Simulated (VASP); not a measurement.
# Ga3Se (Cmmm) in VASP: a series of runs

Runs on Ga3Se. Level: PBEsol+D3(BJ). Tasks: single point.

Program: VASP 6.6.1. These are calculated values, not measurements. Logs are shortened: lines on timing, memory, paths and dates and some standing lists are left out, and cuts for length are marked.

**1. The cell of the first run**

The structure is orthorhombic, space group Cmmm (No. 65). The conventional cell has a = 5.885 Å, b = 6.065 Å, c = 4.225 Å, α = 90.00°, β = 90.00°, γ = 90.00°. Ga (site symmetry 2/m) has 8 Ga at 2.94 to 3.03 Å and 4 Se at 2.99 Å within 3.9 Å. Ga (site symmetry mmm) has 4 Se at 2.94 to 3.03 Å and 8 Ga at 2.99 Å within 3.9 Å. Se (site symmetry mmm) has 12 Ga at 2.94 to 3.03 Å within 3.9 Å.

**2. Single point, PBEsol+D3(BJ) (strain -0.0300 x Voigt [0, 0, 0, 0, 0, 1])**

INCAR reads:

```
SYSTEM = Ga3Se
PREC = Accurate ; ENCUT = 520
EDIFF = 1E-6 ; ISMEAR = 0
SIGMA = 0.15 ; LREAL = .FALSE.
LASPH = .TRUE. ; NELM = 100
ALGO = Normal ; ISIF = 2
LWAVE = .FALSE. ; LCHARG = .TRUE.
GGA = PS ; IVDW = 12
LELF = .TRUE. ; LVHAR = .TRUE.
NBANDS = 30
```

KPOINTS reads:

```
regular mesh
0
G
  12 12 12
  0 0 0
```

POSCAR reads:

```
Ga3Se
1.0
    4.2249181734     -0.0633737726      0.0000000000
   -0.0633737726      4.2249181734      0.0000000000
    0.0000000000      0.0000000000      4.2249181734
Ga Se
3 1
Direct
    0.0000000000      0.5000000000      0.5000000000
    0.5000000000      0.0000000000      0.5000000000
    0.5000000000      0.5000000000      0.0000000000
    0.0000000000      0.0000000000      0.0000000000
```

Potentials or basis: VASP PAW PBE potentials, release 64 (Ga_d, Se).

Run with:

```sh
$ cat potpaw_PBE.64/Ga_d/POTCAR potpaw_PBE.64/Se/POTCAR > POTCAR
$ mpirun -np 1 vasp_std > vasp.out
```

OUTCAR:

```text
SYSTEM = Ga3Se
   PREC = Accurate
   ENCUT = 520
   EDIFF = 1E-6
   ISMEAR = 0
   LREAL = .FALSE.
   LASPH = .TRUE.
   NELM = 100
   ISIF = 2
   GGA = PS
   IVDW = 12
 IVDW          = 12

 ion  position               nearest neighbor table
   1  0.000  0.500  0.500-
   2  0.500  0.000  0.500-
   3  0.500  0.500  0.000-
   4  0.000  0.000  0.000-

  LATTYP: Found a base centered orthorhombic cell.
 ALAT       =     5.8853125320
 B/A-ratio  =     1.0304568528
 C/A-ratio  =     0.7178749048

  Lattice vectors:

 A1 = (   4.2249181734,  -0.0633737726,   0.0000000000)
 A2 = (  -0.0633737726,   4.2249181734,   0.0000000000)
 A3 = (   0.0000000000,   0.0000000000,   4.2249181734)

Analysis of symmetry for initial positions (statically):
=====================================================================
 Subroutine PRICEL returns:
 Original cell was already a primitive cell.

 Routine SETGRP: Setting up the symmetry group for a
 base centered orthorhombic supercell.

 Subroutine GETGRP returns: Found  8 space group operations
 (whereof  8 operations were pure point group operations)
 out of a pool of  8 trial point group operations.

The static configuration has the point symmetry D_2h.

Analysis of symmetry for dynamics (positions and initial velocities):
=====================================================================
 Subroutine PRICEL returns:
 Original cell was already a primitive cell.

 Routine SETGRP: Setting up the symmetry group for a
 base centered orthorhombic supercell.

 Subroutine GETGRP returns: Found  8 space group operations
 (whereof  8 operations were pure point group operations)
 out of a pool of  8 trial point group operations.

The dynamic configuration has the point symmetry D_2h.

 Subroutine INISYM returns: Found  8 space group operations
 (whereof  8 operations are pure point group operations),
 and found     1 'primitive' translations

----------------------------------------------------------------------------------------

                                     Primitive cell

  volume of cell :      75.3975

  direct lattice vectors                    reciprocal lattice vectors
     4.224918173 -0.063373773  0.000000000     0.236744242  0.003551164  0.000000000
    -0.063373773  4.224918173  0.000000000     0.003551164  0.236744242  0.000000000
[... 88 lines left out ...]
   NELM   =    100;   NELMIN=  2; NELMDL= -5     # of ELM steps
   EDIFF  = 0.1E-05   stopping-criterion for ELM
   LREAL  =      F    real-space projection
   EDIFFG = 0.1E-04   stopping-criterion for IOM
   NSW    =      0    number of steps for IOM
   IBRION =     -1    ionic relax: 0-MD 1-quasi-New 2-CG
   NFREE  =      0    steps in history (QN), initial steepest desc. (CG)
   ISIF   =      2    stress and relaxation
   ISYM   =      2    0-nonsym 1-usesym 2-fastsym
   POTIM  = 0.5000    time-step for ionic-motion
   TEBEG  =    0.0;   TEEND  =   0.0 temperature during run
   PSTRESS=    0.0 pullay stress
   NELECT =      45.0000    total number of electrons
   NUPDOWN=      -1.0000    fix difference up-down
   EMIN   =  10.00;   EMAX   =-10.00  energy-range for DOS
   EFERMI =   0.00;   METHOD = LEGACY
   ISMEAR =     0;   SIGMA  =   0.15  broadening in eV -4-tet -1-fermi 0-gaus
   EFERMI_NEDOS =   21; number of points for ismear=-14 and -15
   IALGO  =     38    algorithm
   IMIX   =      4    mixing-type and parameters
     AMIX     =   0.40;   BMIX     =  1.00
     AMIX_MAG =   1.60;   BMIX_MAG =  1.00
  volume/ion in A,a.u.               =      18.85       127.20
  Fermi-wavevector in a.u.,A,eV,Ry     =   1.378351  2.604706 25.849063  1.899853
  Thomas-Fermi vector in A             =   2.503421
   LORBIT       =      0    0 simple, 1 ext, 2 COOP (PROOUT), +10 PAW based schemes
   GGA     = PS    functional components
   LHFCALC =     F    Hartree Fock is set to
   AEXX    =    0.0000 exact exchange contribution
   IVDW    =    12    specifies the selected vdW correction
   LEPSILON=     F    determine dielectric tensor
   LRPA    =     F    only Hartree local field effects (RPA)
 non-spin polarized calculation
 Gauss-broadening in eV      SIGMA  =   0.15
  energy-cutoff  :      520.00
  volume of cell :       75.40
 maximum number of plane-waves:      2052
   NGX = 15   NGY = 15   NGZ = 15

 number of electron      44.9999960 magnetization

 Free energy of the ion-electron system (eV)
  ---------------------------------------------------
  ext. energy  EPLUGINS =         0.00000000
  ---------------------------------------------------
  free energy    TOTEN  =       -14.00646751 eV

  energy without entropy =      -13.99103246  energy(sigma->0) =      -13.99874998

 E-fermi :   5.8603     XC(G=0): -11.1047

 val. band max:        5.8587476385   @ k =  -0.4167   0.3333   0.0833
 cond. band min:       5.8630899122   @ k =   0.1667  -0.0000   0.1667
 fundamental gap:      0.0043422737
 Fermi energy:         5.8602795457

 k-point     1 :       0.0000    0.0000    0.0000
  band No.  band energies     occupation
      1      -9.3150      2.00000
      2      -9.2008      2.00000
      3      -9.1977      2.00000
      4      -9.1925      2.00000
      5      -9.1265      2.00000
      6      -9.1261      2.00000
[... 781 lines left out ...]
     29      11.4072      0.00000
     30      11.6055      0.00000

 [... further k-points ...]

------------------------ aborting loop because EDIFF is reached ----------------------------------------

 Edisp (eV)   -1.29503

 E8    (eV) :    -0.8764

  FORCE on cell =-STRESS in cart. coord.  units (eV):
  Direction    XX          YY          ZZ          XY          YZ          ZX
  --------------------------------------------------------------------------------------
  -------------------------------------------------------------------------------------
  Total       0.11088     0.11088     0.05072     0.05702     0.00000     0.00000
  in kB       2.35609     2.35609     1.07785     1.21162     0.00000     0.00000
  external pressure =        1.93 kB  Pullay stress =        0.00 kB

 VOLUME and BASIS-vectors are now :
 -----------------------------------------------------------------------------
  energy-cutoff  :      520.00
  volume of cell :       75.40
      direct lattice vectors                 reciprocal lattice vectors
     4.224918173 -0.063373773  0.000000000     0.236744242  0.003551164  0.000000000
    -0.063373773  4.224918173  0.000000000     0.003551164  0.236744242  0.000000000
     0.000000000  0.000000000  4.224918173     0.000000000  0.000000000  0.236690975

 POSITION                                       TOTAL-FORCE (eV/Angst)
 -----------------------------------------------------------------------------------
     -0.03169      2.11246      2.11246         0.000000      0.000000      0.000000
      2.11246     -0.03169      2.11246         0.000000      0.000000      0.000000
      2.08077      2.08077      0.00000        -0.000000     -0.000000      0.000000
      0.00000      0.00000      0.00000         0.000000      0.000000      0.000000
 -----------------------------------------------------------------------------------
    total drift:                                0.000000     -0.000000     -0.000000

  FREE ENERGIE OF THE ION-ELECTRON SYSTEM (eV)
  ---------------------------------------------------
  free  energy   TOTEN  =       -15.3014946795 eV

  energy  without entropy=      -15.2860596270  energy(sigma->0) =      -15.29377715
```

OSZICAR:

```text
N       E                     dE             d eps       ncg     rms          rms(c)
DAV:   1     0.313876665142E+03    0.31388E+03   -0.21578E+04 18574   0.258E+03
DAV:   2     0.254989528387E+02   -0.28838E+03   -0.27951E+03 18568   0.525E+02
DAV:   3    -0.126237698918E+02   -0.38123E+02   -0.36821E+02 20874   0.140E+02
DAV:   4    -0.140932413617E+02   -0.14695E+01   -0.14549E+01 20994   0.286E+01
DAV:   5    -0.141265700985E+02   -0.33329E-01   -0.33303E-01 20894   0.431E+00    0.401E+00
DAV:   6    -0.140267353125E+02    0.99835E-01   -0.22649E-01 24774   0.760E+00    0.235E+00
DAV:   7    -0.140081528067E+02    0.18583E-01   -0.45377E-02 24004   0.203E+00    0.625E-01
DAV:   8    -0.140064638590E+02    0.16889E-02   -0.81800E-03 21776   0.929E-01    0.762E-02
DAV:   9    -0.140064680122E+02   -0.41533E-05   -0.79755E-04 21478   0.273E-01    0.535E-02
DAV:  10    -0.140064658732E+02    0.21391E-05   -0.95150E-05 21886   0.158E-01    0.211E-02
DAV:  11    -0.140064672908E+02   -0.14176E-05   -0.19259E-05 24474   0.101E-01    0.997E-03
DAV:  12    -0.140064675100E+02   -0.21925E-06   -0.37970E-06 18558   0.525E-02
   1 F= -.15301495E+02 E0= -.15293777E+02  d E =-.154351E-01
```

stdout:

```text
POSCAR found type information on POSCAR GaSe
 POSCAR found :  2 types and       4 ions
 scaLAPACK will be used
 -----------------------------------------------------------------------------
|                                                                             |
|                                                                             |
|     You enforced a specific xc type in the INCAR file but a different       |
|     I HOPE YOU KNOW WHAT YOU ARE DOING!                                     |
|                                                                             |
 -----------------------------------------------------------------------------

 LDA part: xc-table for (Slater+PW92), standard interpolation
 POSCAR, INCAR and KPOINTS ok, starting setup
 FFT: planning ... GRIDC
 FFT: planning ... GRID_SOFT
 FFT: planning ... GRID
 WAVECAR not read
 entering main loop
```

Run time: 2.3 min. Hardware: 1 thread of Intel Xeon 6975P-C (Granite Rapids), shared host; peak memory 0.61 GiB.

Results:

| Quantity | Value |
| --- | --- |
| Free energy | -15.3015 eV |
| Pressure | 0.2 GPa |
| Dispersion energy per atom | -0.324 eV |

Caveat: the cell differs from its parent crystal (strain -0.0300 x Voigt [0, 0, 0, 0, 0, 1]); the PAW data sets were made with another functional, which shifts forces and pressure a little; pairwise dispersion overbinds metals, which lowers pressure and volume.

**3. Single point, PBEsol+D3(BJ) (strain +0.0525 x Voigt [0, 0, 0, 0, 0, 1])**

INCAR reads:

```
SYSTEM = Ga3Se
PREC = Accurate
ENCUT = 520
EDIFF = 1E-7
ISMEAR = 0
SIGMA = 0.15
LREAL = .FALSE.
LASPH = .TRUE.
NELM = 80
ALGO = Normal
ISIF = 2
LWAVE = .FALSE.
LCHARG = .FALSE.
GGA = PS
IVDW = 12
NBANDS = 30
```

KPOINTS reads:

```
Automatic mesh
0
G
  12 12 12
  0 0 0
```

POSCAR, as its differences from that of step 2:

```diff
@@ -2,4 +2,4 @@
 1.0
-    4.2249181734     -0.0633737726      0.0000000000
-   -0.0633737726      4.2249181734      0.0000000000
+    4.2249181734      0.1109041021      0.0000000000
+    0.1109041021      4.2249181734      0.0000000000
     0.0000000000      0.0000000000      4.2249181734
```

Potentials or basis: VASP PAW PBE potentials, release 64 (Ga_d, Se).

Run with:

```sh
$ cat potpaw_PBE.64/Ga_d/POTCAR potpaw_PBE.64/Se/POTCAR > POTCAR
$ mpirun -np 1 vasp_std > vasp.out
```

OUTCAR:

```text
SYSTEM = Ga3Se
   PREC = Accurate
   ENCUT = 520
   EDIFF = 1E-7
   ISMEAR = 0
   LREAL = .FALSE.
   LASPH = .TRUE.
   NELM = 80
   ISIF = 2
   GGA = PS
   IVDW = 12
 IVDW          = 12

 ion  position               nearest neighbor table
   1  0.000  0.500  0.500-   2 2.91   2 2.91
   2  0.500  0.000  0.500-   1 2.91   1 2.91
   3  0.500  0.500  0.000-
   4  0.000  0.000  0.000-

  LATTYP: Found a base centered orthorhombic cell.
 ALAT       =     5.8180944954
 B/A-ratio  =     1.0539152760
 C/A-ratio  =     0.7261687098

  Lattice vectors:

 A1 = (  -0.1109041021,  -4.2249181734,   0.0000000000)
 A2 = (   4.2249181734,   0.1109041021,   0.0000000000)
 A3 = (   0.0000000000,   0.0000000000,   4.2249181734)

Analysis of symmetry for initial positions (statically):
=====================================================================
 Subroutine PRICEL returns:
 Original cell was already a primitive cell.

 Routine SETGRP: Setting up the symmetry group for a
 base centered orthorhombic supercell.

 Subroutine GETGRP returns: Found  8 space group operations
[... 168 lines left out ...]

 E-fermi :   5.8729     XC(G=0): -11.1062

 val. band max:        5.8647797123   @ k =   0.0833   0.0833   0.2500
 cond. band min:       5.8780377158   @ k =   0.4167   0.3333   0.0833
 fundamental gap:      0.0132580035
 Fermi energy:         5.8729320825

 k-point     1 :       0.0000    0.0000    0.0000
  band No.  band energies     occupation
      1      -9.3156      2.00000
      2      -9.2006      2.00000
      3      -9.1975      2.00000
      4      -9.1856      2.00000
      5      -9.1248      2.00000
      6      -9.1217      2.00000
[... 781 lines left out ...]
     29      11.6959      0.00000
     30      11.7612      0.00000

 [... further k-points ...]

------------------------ aborting loop because EDIFF is reached ----------------------------------------

 Edisp (eV)   -1.29558

 E8    (eV) :    -0.8768

  FORCE on cell =-STRESS in cart. coord.  units (eV):
  Direction    XX          YY          ZZ          XY          YZ          ZX
  --------------------------------------------------------------------------------------
  -------------------------------------------------------------------------------------
  Total       0.16740     0.16740     0.02130    -0.24897     0.00000     0.00000
  in kB       3.55890     3.55890     0.45274    -5.29301     0.00000     0.00000
  external pressure =        2.52 kB  Pullay stress =        0.00 kB

 VOLUME and BASIS-vectors are now :
 -----------------------------------------------------------------------------
  energy-cutoff  :      520.00
  volume of cell :       75.36
      direct lattice vectors                 reciprocal lattice vectors
     4.224918173  0.110904102  0.000000000     0.236854182 -0.006217422  0.000000000
     0.110904102  4.224918173  0.000000000    -0.006217422  0.236854182  0.000000000
     0.000000000  0.000000000  4.224918173     0.000000000  0.000000000  0.236690975

 POSITION                                       TOTAL-FORCE (eV/Angst)
 -----------------------------------------------------------------------------------
      0.05545      2.11246      2.11246        -0.000000      0.000000      0.000000
      2.11246      0.05545      2.11246        -0.000000     -0.000000      0.000000
      2.16791      2.16791      0.00000         0.000000      0.000000      0.000000
      0.00000      0.00000      0.00000        -0.000000      0.000000      0.000000
 -----------------------------------------------------------------------------------
    total drift:                                0.000000     -0.000000     -0.000000

  FREE ENERGIE OF THE ION-ELECTRON SYSTEM (eV)
  ---------------------------------------------------
  free  energy   TOTEN  =       -15.2980901516 eV

  energy  without entropy=      -15.2836064267  energy(sigma->0) =      -15.29084829
```

OSZICAR:

```text
N       E                     dE             d eps       ncg     rms          rms(c)
DAV:   1     0.313823122475E+03    0.31382E+03   -0.21618E+04 18716   0.259E+03
DAV:   2     0.256115065140E+02   -0.28821E+03   -0.27924E+03 18572   0.527E+02
DAV:   3    -0.126241930791E+02   -0.38236E+02   -0.36975E+02 20966   0.141E+02
DAV:   4    -0.140887788866E+02   -0.14646E+01   -0.14526E+01 20804   0.286E+01
DAV:   5    -0.141227328745E+02   -0.33954E-01   -0.33928E-01 20920   0.437E+00    0.403E+00
DAV:   6    -0.140230088074E+02    0.99724E-01   -0.22524E-01 24504   0.760E+00    0.236E+00
DAV:   7    -0.140041471097E+02    0.18862E-01   -0.46598E-02 24236   0.206E+00    0.616E-01
DAV:   8    -0.140025036931E+02    0.16434E-02   -0.84200E-03 21756   0.952E-01    0.771E-02
DAV:   9    -0.140025094798E+02   -0.57867E-05   -0.83240E-04 21606   0.256E-01    0.549E-02
DAV:  10    -0.140025064181E+02    0.30617E-05   -0.97804E-05 21746   0.130E-01    0.208E-02
DAV:  11    -0.140025079509E+02   -0.15328E-05   -0.17009E-05 27424   0.774E-02    0.101E-02
DAV:  12    -0.140025079853E+02   -0.34356E-07   -0.23534E-06 23216   0.446E-02    0.471E-03
DAV:  13    -0.140025079310E+02    0.54230E-07   -0.49922E-07 17374   0.561E-03
   1 F= -.15298090E+02 E0= -.15290848E+02  d E =-.144837E-01
```

stdout:

```text
POSCAR found type information on POSCAR GaSe
 POSCAR found :  2 types and       4 ions
 scaLAPACK will be used
 -----------------------------------------------------------------------------
|                                                                             |
|                                                                             |
|     You enforced a specific xc type in the INCAR file but a different       |
|     I HOPE YOU KNOW WHAT YOU ARE DOING!                                     |
|                                                                             |
 -----------------------------------------------------------------------------

 LDA part: xc-table for (Slater+PW92), standard interpolation
 POSCAR, INCAR and KPOINTS ok, starting setup
 FFT: planning ... GRIDC
 FFT: planning ... GRID_SOFT
 FFT: planning ... GRID
 WAVECAR not read
 entering main loop
```

Run time: 11 min. Hardware: 1 thread of Oxide Virtual Turin-like, shared host; peak memory 0.58 GiB.

What came out:

```
Free energy                : -15.2981 eV
Pressure                   : 0.3 GPa
Dispersion energy per atom : -0.324 eV
```

Stress tensor (GPa, compression positive):
```
 0.36 -0.53  0.00
-0.53  0.36  0.00
 0.00  0.00  0.05
```

Caveat: the cell differs from its parent crystal (strain +0.0525 x Voigt [0, 0, 0, 0, 0, 1]); the PAW data sets were made with another functional, which shifts forces and pressure a little; pairwise dispersion overbinds metals, which lowers pressure and volume.

**4. Single point, PBEsol+D3(BJ) (strain +0.0375 x Voigt [0, 0, 0, 0, 0, 1])**

INCAR reads:

```
PREC = Accurate
ENCUT = 520
EDIFF = 1E-6
ISMEAR = 0
SIGMA = 0.15
LREAL = F
LASPH = T
NELM = 60
ALGO = Normal
ISIF = 2
LWAVE = F
LCHARG = T
GGA = PS
IVDW = 12
LELF = T
LVHAR = T
NBANDS = 30
```

KPOINTS reads:

```
Automatic mesh
0
Gamma
  12 12 12
```

POSCAR, as its differences from that of step 3:

```diff
@@ -2,4 +2,4 @@
 1.0
-    4.2249181734      0.1109041021      0.0000000000
-    0.1109041021      4.2249181734      0.0000000000
+    4.2249181734      0.0792172158      0.0000000000
+    0.0792172158      4.2249181734      0.0000000000
     0.0000000000      0.0000000000      4.2249181734
```

Run with:

```sh
$ cat potpaw_PBE.64/Ga_d/POTCAR potpaw_PBE.64/Se/POTCAR > POTCAR
$ mpirun -np 1 vasp_std > vasp.out
```

Wall time 13 min (1 thread of Oxide Virtual Turin-like, shared host); peak memory 0.58 GiB.

It converged, with:

```yaml
Free_energy: -15.3008 eV
Pressure: 0.2 GPa
Dispersion_energy_per_atom: -0.324 eV
```

Stress tensor (GPa, compression positive):
```
 0.29 -0.24  0.00
-0.24  0.29  0.00
 0.00  0.00  0.11
```

Levels at points of the mesh, in eV from the Fermi level:
```csv
k point,band 20,band 21,band 22,band 23,band 24,band 25
"(0.00, 0.00, 0.00)",-4.36,-2.69,-2.68,1.45,1.77,2.07
"(0.50, 0.00, 0.00)",-3.31,-1.63,-1.19,-0.57,-0.56,0.83
"(0.50, 0.50, 0.00)",-2.55,-1.00,-0.53,-0.38,1.36,1.67
"(0.00, 0.00, 0.50)",-3.17,-1.67,-1.20,-0.70,-0.43,0.83
"(0.50, 0.00, 0.50)",-2.56,-1.00,-0.49,-0.42,1.30,1.53
"(0.50, 0.50, 0.50)",-5.49,-5.26,-5.04,-4.12,4.40,4.60
```

Caveat: the cell differs from its parent crystal (strain +0.0375 x Voigt [0, 0, 0, 0, 0, 1]); the PAW data sets were made with another functional, which shifts forces and pressure a little; pairwise dispersion overbinds metals, which lowers pressure and volume.

**5. Overview**

```csv
cell,gap on the mesh (eV),pressure (GPa)
"a = 4.225 Å, angles 90.0, 90.0, 91.7°, 4 atoms",none,0.2
"a = 4.226, b = 4.226, c = 4.225 Å, angles 90.0, 90.0, 87.0°, 4 atoms",none,0.3
"a = 4.226, b = 4.226, c = 4.225 Å, angles 90.0, 90.0, 87.9°, 4 atoms",none,0.2
```

Alike in all rows: task single point; level PBEsol+D3(BJ); potentials or basis VASP PAW PBE potentials, release 64 (Ga_d, Se); no spin polarisation; k mesh 12 × 12 × 12; cutoff (eV) 520; smearing gaussian 0.15 eV.

Caveats: the PAW data sets were made with another functional, which shifts forces and pressure a little; pairwise dispersion overbinds metals, which lowers pressure and volume.

Absolute energies hang on the potentials; compare differences alone.
